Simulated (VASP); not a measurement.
# Ca (P2_1/m) in VASP: single point with PBEsol

Aim: the single point of Ca with PBEsol.

All numbers are computed with VASP 6.6.1; they aren't measurements. Logs are shortened: lines on timing, memory, paths and dates and some standing lists are left out, and cuts for length are marked.

### Step 1. The cell of the first run

Symmetry: P2_1/m, No. 11, monoclinic system. The conventional cell has a = 3.980 Å, b = 6.520 Å, c = 3.980 Å, α = 90.00°, β = 120.00°, γ = 90.00°. Ca (site symmetry m) has 12 Ca at 3.89 to 4.09 Å within 5.1 Å.

### Step 2. Single point, PBEsol (atom 1 (Ca) moved by (-0.200, +0.000) A along x and z)

File INCAR:

```
PREC = Accurate
ENCUT = 520
EDIFF = 1E-7
ISMEAR = 0
SIGMA = 0.15
LREAL = F
LASPH = T
NELM = 60
ALGO = Fast
ISIF = 2
LWAVE = F
LCHARG = T
GGA = PS
LELF = T
LVHAR = T
NBANDS = 17
```

File KPOINTS:

```
regular mesh
0
Gamma
  12 12 8
```

File POSCAR:

```
Ca
1.0
    3.9799995206      0.0000000000      0.0000000000
   -1.9899997603      3.4467806919      0.0000000000
    0.0000000000      0.0000000000      6.5200000000
Ca
2
Direct
    0.2830820710      0.6666666667      0.2500000000
    0.6666666667      0.3333333333      0.7500000000
```

Potentials or basis: VASP PAW PBE potentials, release 64 (Ca_sv).

The run is started by

```sh
$ cat potpaw_PBE.64/Ca_sv/POTCAR > POTCAR
$ mpirun -np 1 vasp_std > vasp.out
```

OUTCAR:

```text
PREC = Accurate
   ENCUT = 520
   EDIFF = 1E-7
   ISMEAR = 0
   LREAL = F
   LASPH = T
   NELM = 60
   ISIF = 2
   GGA = PS

 ion  position               nearest neighbor table
   1  0.283  0.667  0.250-
   2  0.667  0.333  0.750-

  LATTYP: Found a hexagonal cell.
 ALAT       =     3.9799995206
 C/A-ratio  =     1.6381911521

  Lattice vectors:

 A1 = (   3.9799995206,   0.0000000000,   0.0000000000)
 A2 = (  -1.9899997603,   3.4467806919,   0.0000000000)
 A3 = (   0.0000000000,   0.0000000000,   6.5200000000)

Analysis of symmetry for initial positions (statically):
=====================================================================
 Subroutine PRICEL returns:
 Original cell was already a primitive cell.

 Routine SETGRP: Setting up the symmetry group for a
 hexagonal supercell.

 Subroutine GETGRP returns: Found  4 space group operations
 (whereof  1 operations were pure point group operations)
 out of a pool of 24 trial point group operations.

The static configuration has the point symmetry C_1 .
 The point group associated with its full space group is C_2h.

Analysis of symmetry for dynamics (positions and initial velocities):
=====================================================================
 Subroutine PRICEL returns:
 Original cell was already a primitive cell.

 Routine SETGRP: Setting up the symmetry group for a
 hexagonal supercell.

 Subroutine GETGRP returns: Found  4 space group operations
 (whereof  1 operations were pure point group operations)
 out of a pool of 24 trial point group operations.

The dynamic configuration has the point symmetry C_1 .
 The point group associated with its full space group is C_2h.

 Subroutine INISYM returns: Found  4 space group operations
 (whereof  1 operations are pure point group operations),
 and found     1 'primitive' translations

----------------------------------------------------------------------------------------

                                     Primitive cell

  volume of cell :      89.4426

  direct lattice vectors                    reciprocal lattice vectors
     3.979999521  0.000000000  0.000000000     0.251256312  0.145062899  0.000000000
    -1.989999760  3.446780692  0.000000000     0.000000000  0.290125798  0.000000000
     0.000000000  0.000000000  6.520000000     0.000000000  0.000000000  0.153374233

  length of vectors
     3.979999521  3.979999521  6.520000000     0.290125798  0.290125798  0.153374233

  position of ions in fractional coordinates (direct lattice)
     0.283082071  0.666666667  0.250000000
     0.666666667  0.333333333  0.750000000

  ion indices of the primitive-cell ions
   primitive index   ion index
                 1           1
                 2           2

----------------------------------------------------------------------------------------

 KPOINTS: regular mesh

Automatic generation of k-mesh.
 Grid dimensions read from file:
 generate k-points for:   12   12    8

 Generating k-lattice:

  Cartesian coordinates                     Fractional coordinates (reciprocal lattice)
     0.020938026  0.012088575  0.000000000     0.083333333 -0.000000000  0.000000000
     0.000000000  0.024177150  0.000000000     0.000000000  0.083333333  0.000000000
     0.000000000  0.000000000  0.019171779     0.000000000  0.000000000  0.125000000

  Length of vectors
     0.024177150  0.024177150  0.019171779

  Shift w.r.t. Gamma in fractional coordinates (k-lattice)
     0.000000000  0.000000000  0.000000000

 Subroutine IBZKPT returns following result:
 ===========================================

 Found    370 irreducible k-points:

 Following reciprocal coordinates:
            Coordinates               Weight
  0.000000  0.000000  0.000000      1.000000
  0.083333  0.000000  0.000000      2.000000
  0.000000  0.083333  0.000000      2.000000
 -0.083333  0.083333  0.000000      2.000000
  0.166667  0.000000  0.000000      2.000000
  0.000000  0.166667  0.000000      2.000000
[... 16 lines left out ...]
  0.166667  0.083333  0.000000      2.000000
 -0.083333  0.250000  0.000000      2.000000
 [... further k-points ...]
   k-points           NKPTS =    370   k-points in BZ     NKDIM =    370   number of bands    NBANDS=     17
   number of dos      NEDOS =    301   number of ions     NIONS =      2
   total plane-waves  NPLWV =  43200
   dimension x,y,z NGX =    30 NGY =   30 NGZ =   48
   dimension x,y,z NGXF=    60 NGYF=   60 NGZF=   96
   ions per type =               2
   NGX,Y,Z   is equivalent  to a cutoff of  12.53, 12.53, 12.24 a.u.
   NGXF,Y,Z  is equivalent  to a cutoff of  25.06, 25.06, 24.48 a.u.
 SYSTEM =  unknown system
   PREC   = accura    normal or accurate (medium, high low for compatibility)
   ISTART =      0    job   : 0-new  1-cont  2-samecut
   ICHARG =      2    charge: 1-file 2-atom 10-const
   ISPIN  =      1    spin polarized calculation?
   LNONCOLLINEAR =      F non collinear calculations
   LSORBIT =      F    spin-orbit coupling
   LASPH  =      T    aspherical Exc in radial PAW
   ENCUT  =  520.0 eV  38.22 Ry    6.18 a.u.   7.40  7.40 12.12*2*pi/ulx,y,z
   NELM   =     60;   NELMIN=  2; NELMDL= -5     # of ELM steps
   EDIFF  = 0.1E-06   stopping-criterion for ELM
   LREAL  =      F    real-space projection
   EDIFFG = 0.1E-05   stopping-criterion for IOM
   NSW    =      0    number of steps for IOM
   IBRION =     -1    ionic relax: 0-MD 1-quasi-New 2-CG
   NFREE  =      0    steps in history (QN), initial steepest desc. (CG)
   ISIF   =      2    stress and relaxation
   ISYM   =      2    0-nonsym 1-usesym 2-fastsym
   POTIM  = 0.5000    time-step for ionic-motion
   TEBEG  =    0.0;   TEEND  =   0.0 temperature during run
   PSTRESS=    0.0 pullay stress
   NELECT =      20.0000    total number of electrons
   NUPDOWN=      -1.0000    fix difference up-down
   EMIN   =  10.00;   EMAX   =-10.00  energy-range for DOS
   EFERMI =   0.00;   METHOD = LEGACY
   ISMEAR =     0;   SIGMA  =   0.15  broadening in eV -4-tet -1-fermi 0-gaus
   EFERMI_NEDOS =   21; number of points for ismear=-14 and -15
   IALGO  =     68    algorithm
   IMIX   =      4    mixing-type and parameters
     AMIX     =   0.40;   BMIX     =  1.00
     AMIX_MAG =   1.60;   BMIX_MAG =  1.00
  volume/ion in A,a.u.               =      44.72       301.79
  Fermi-wavevector in a.u.,A,eV,Ry     =   0.993658  1.877741 13.433785  0.987355
  Thomas-Fermi vector in A             =   2.125555
   LORBIT       =      0    0 simple, 1 ext, 2 COOP (PROOUT), +10 PAW based schemes
   GGA     = PS    functional components
   LHFCALC =     F    Hartree Fock is set to
   AEXX    =    0.0000 exact exchange contribution
   IVDW    =     0    specifies the selected vdW correction
   LEPSILON=     F    determine dielectric tensor
   LRPA    =     F    only Hartree local field effects (RPA)
 non-spin polarized calculation
 RMM-DIIS sequential band-by-band and
 Gauss-broadening in eV      SIGMA  =   0.15
  energy-cutoff  :      520.00
  volume of cell :       89.44
 maximum number of plane-waves:      2442
 NGX is ok and might be reduce to    30
   NGX = 15   NGY = 15   NGZ = 25

 number of electron      20.0000006 magnetization

 Free energy of the ion-electron system (eV)
  ---------------------------------------------------
  ext. energy  EPLUGINS =         0.00000000
  ---------------------------------------------------
  free energy    TOTEN  =        -4.23008030 eV

  energy without entropy =       -4.20241139  energy(sigma->0) =       -4.21624585

 E-fermi :   1.7165     XC(G=0):  -7.6276

 val. band max:        1.7151177802   @ k =  -0.3333   0.2500   0.0000
 cond. band min:       1.7172106290   @ k =  -0.2500   0.3333   0.0000
 fundamental gap:      0.0020928488
 Fermi energy:         1.7165330442

 k-point     1 :       0.0000    0.0000    0.0000
  band No.  band energies     occupation
      1     -40.3005      2.00000
      2     -40.2899      2.00000
      3     -21.4091      2.00000
      4     -21.3218      2.00000
      5     -21.3100      2.00000
      6     -21.3010      2.00000
[... 9 lines left out ...]
     16       4.2736      0.00000
     17       4.5209      0.00000

 k-point     2 :       0.0833    0.0000    0.0000
  band No.  band energies     occupation
      1     -40.2999      2.00000
      2     -40.2896      2.00000
      3     -21.4063      2.00000
      4     -21.3272      2.00000
      5     -21.3124      2.00000
      6     -21.3070      2.00000
[... 9 lines left out ...]
     16       4.2359      0.00000
     17       4.6074      0.00000

 k-point     3 :       0.0000    0.0833    0.0000
  band No.  band energies     occupation
      1     -40.2999      2.00000
      2     -40.2895      2.00000
      3     -21.4065      2.00000
      4     -21.3258      2.00000
      5     -21.3137      2.00000
      6     -21.3065      2.00000
[... 9 lines left out ...]
     16       4.3237      0.00000
     17       4.3587      0.00000

 k-point     4 :      -0.0833    0.0833    0.0000
  band No.  band energies     occupation
      1     -40.2999      2.00000
      2     -40.2895      2.00000
      3     -21.4068      2.00000
      4     -21.3237      2.00000
      5     -21.3157      2.00000
      6     -21.3059      2.00000
[... 9 lines left out ...]
     16       4.3338      0.00000
     17       4.4045      0.00000

 k-point     5 :       0.1667    0.0000    0.0000
  band No.  band energies     occupation
      1     -40.2980      2.00000
      2     -40.2888      2.00000
      3     -21.3985      2.00000
      4     -21.3423      2.00000
      5     -21.3238      2.00000
      6     -21.3179      2.00000
[... 9 lines left out ...]
     16       4.2898      0.00000
     17       4.4372      0.00000

 k-point     6 :       0.0000    0.1667    0.0000
  band No.  band energies     occupation
      1     -40.2981      2.00000
      2     -40.2887      2.00000
      3     -21.3994      2.00000
      4     -21.3393      2.00000
      5     -21.3242      2.00000
      6     -21.3195      2.00000
[... 9 lines left out ...]
     16       4.2474      0.00000
     17       4.4170      0.00000

 k-point     7 :      -0.1667    0.1667    0.0000
  band No.  band energies     occupation
      1     -40.2982      2.00000
      2     -40.2886      2.00000
      3     -21.4006      2.00000
      4     -21.3338      2.00000
      5     -21.3269      2.00000
      6     -21.3211      2.00000
[... 9 lines left out ...]
     16       4.2288      0.00000
     17       4.5030      0.00000

 k-point     8 :       0.2500    0.0000    0.0000
  band No.  band energies     occupation
      1     -40.2954      2.00000
      2     -40.2879      2.00000
      3     -21.3866      2.00000
      4     -21.3633      2.00000
      5     -21.3463      2.00000
      6     -21.3251      2.00000
[... 9 lines left out ...]
     16       4.5230      0.00000
     17       4.5774      0.00000
[... 203 lines left out ...]
      1     -40.2910      2.00000
      2     -40.2852      2.00000
      3     -21.4014      2.00000
      4     -21.3830      2.00000
      5     -21.3700      2.00000
      6     -21.3457      2.00000
[... 9 lines left out ...]
     16       5.4760      0.00000
     17       5.6466      0.00000

 k-point    20 :       0.0833    0.0833    0.0000
  band No.  band energies     occupation
      1     -40.2986      2.00000
      2     -40.2890      2.00000
      3     -21.4010      2.00000
      4     -21.3368      2.00000
      5     -21.3220      2.00000
      6     -21.3123      2.00000
[... 9 lines left out ...]
     16       4.1702      0.00000
     17       4.4698      0.00000

 k-point    21 :      -0.0833    0.1667    0.0000
  band No.  band energies     occupation
      1     -40.2988      2.00000
      2     -40.2889      2.00000
      3     -21.4025      2.00000
      4     -21.3298      2.00000
      5     -21.3242      2.00000
      6     -21.3161      2.00000
[... 9 lines left out ...]
     16       4.2673      0.00000
     17       4.4499      0.00000

 k-point    22 :      -0.1667    0.0833    0.0000
  band No.  band energies     occupation
      1     -40.2987      2.00000
      2     -40.2890      2.00000
      3     -21.4019      2.00000
      4     -21.3340      2.00000
      5     -21.3221      2.00000
      6     -21.3144      2.00000
[... 9 lines left out ...]
     16       4.2137      0.00000
     17       4.4337      0.00000

 k-point    23 :       0.1667    0.0833    0.0000
  band No.  band energies     occupation
      1     -40.2964      2.00000
      2     -40.2882      2.00000
      3     -21.3910      2.00000
      4     -21.3541      2.00000
      5     -21.3402      2.00000
      6     -21.3201      2.00000
[... 9 lines left out ...]
     16       4.2838      0.00000
     17       4.4389      0.00000

 k-point    24 :      -0.0833    0.2500    0.0000
  band No.  band energies     occupation
      1     -40.2967      2.00000
      2     -40.2879      2.00000
      3     -21.3940      2.00000
      4     -21.3483      2.00000
      5     -21.3372      2.00000
      6     -21.3270      2.00000
[... 9 lines left out ...]
     16       4.3751      0.00000
     17       4.4378      0.00000

 [... further k-points ...]

------------------------ aborting loop because EDIFF is reached ----------------------------------------

  FORCE on cell =-STRESS in cart. coord.  units (eV):
  Direction    XX          YY          ZZ          XY          YZ          ZX
  --------------------------------------------------------------------------------------
  -------------------------------------------------------------------------------------
  Total       -0.8211474     -0.8097354     -0.7477003      0.1645489      0.0000000      0.0000000
  in kB      -14.7091448    -14.5047228    -13.3934928      2.9475515      0.0000000      0.0000000
  external PRESSURE =     -14.2024535 kB  Pullay stress =       0.0000000 kB

 VOLUME and BASIS-vectors are now :
 -----------------------------------------------------------------------------
  energy-cutoff  :      520.00
  volume of cell :       89.44
      direct lattice vectors                 reciprocal lattice vectors
     3.979999521  0.000000000  0.000000000     0.251256312  0.145062899  0.000000000
    -1.989999760  3.446780692  0.000000000     0.000000000  0.290125798  0.000000000
     0.000000000  0.000000000  6.520000000     0.000000000  0.000000000  0.153374233

 POSITION                                       TOTAL-FORCE (eV/Angst)
 -----------------------------------------------------------------------------------
     -0.20000      2.29785      1.63000         0.069928      0.013304     -0.000000
      1.99000      1.14893      4.89000        -0.069928     -0.013304      0.000000
 -----------------------------------------------------------------------------------
    total drift:                                0.000001     -0.000000      0.000000

  FREE ENERGIE OF THE ION-ELECTRON SYSTEM (eV)
  ---------------------------------------------------
  free  energy   TOTEN  =        -4.2300803050 eV

  energy  without entropy=       -4.2024113872  energy(sigma->0) =       -4.21624585
```

Wall time 5.1 min (1 thread of Intel Xeon 6975P-C (Granite Rapids), shared host); peak memory 0.56 GiB.

What came out:

```
Free energy            : -4.2301 eV
Pressure               : -1.4 GPa
Largest force          : 0.071 eV/Å
Band gap on the k mesh : zero (bands 10 and 11 overlap by 0.51 eV)
```

Forces in eV/Å, atoms in the order of the input:
```
Ca   0.070  0.013  0.000
Ca  -0.070 -0.013  0.000
```

Stress tensor (GPa, compression positive):
```
-1.47  0.29  0.00
 0.29 -1.45  0.00
 0.00  0.00 -1.34
```

Caveat: the cell differs from its parent crystal (atom 1 (Ca) moved by (-0.200, +0.000) A along x and z); the PAW data sets were made with another functional, which shifts forces and pressure a little.
